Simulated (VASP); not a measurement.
Runs of VASP 6.6.1 on Zn. The structure is that of space group Im-3m (No. 229), or close to it. The cells are those of the table. 

| cell | further INCAR settings | gap on the mesh (eV) | pressure (GPa) |
| --- | --- | --- | --- |
| a = 2.660 Å, angles 111.4, 109.8, 107.3°, 1 atom | ALGO = Fast; EDIFF = 1e-06; NBANDS = 12 | none | (a) |
| a = 2.677 Å, angles 111.1, 110.3, 107.1°, 1 atom | ALGO = Fast; EDIFF = 1e-06; NBANDS = 12 | none | -2.0 |
| a = 2.677 Å, angles 109.5, 110.3, 108.7°, 1 atom | ALGO = Fast; EDIFF = 1e-06; NBANDS = 12 | none | -2.0 |
| a = 2.668 Å, angles 110.8, 110.0, 107.6°, 1 atom | ALGO = Fast; EDIFF = 1e-07; NBANDS = 12 | none | -1.3 |
| a = 2.650 Å, angles 110.3, 109.5, 108.7°, 1 atom | ALGO = Fast; EDIFF = 1e-06; NBANDS = 12 | none | 0.3 |

Alike in all rows: task single point; level PBEsol; potentials or basis VASP PAW PBE potentials, release 64 (Zn); no spin polarisation; k mesh 20 × 20 × 20; cutoff (eV) 520; smearing gaussian 0.15 eV.

Problem. Estimate the missing entries.

Solution. (a) -0.5.

Caveats: the PAW data sets were made with another functional, which shifts forces and pressure a little.

A gap of «none» marks levels without a gap at the run's occupations.
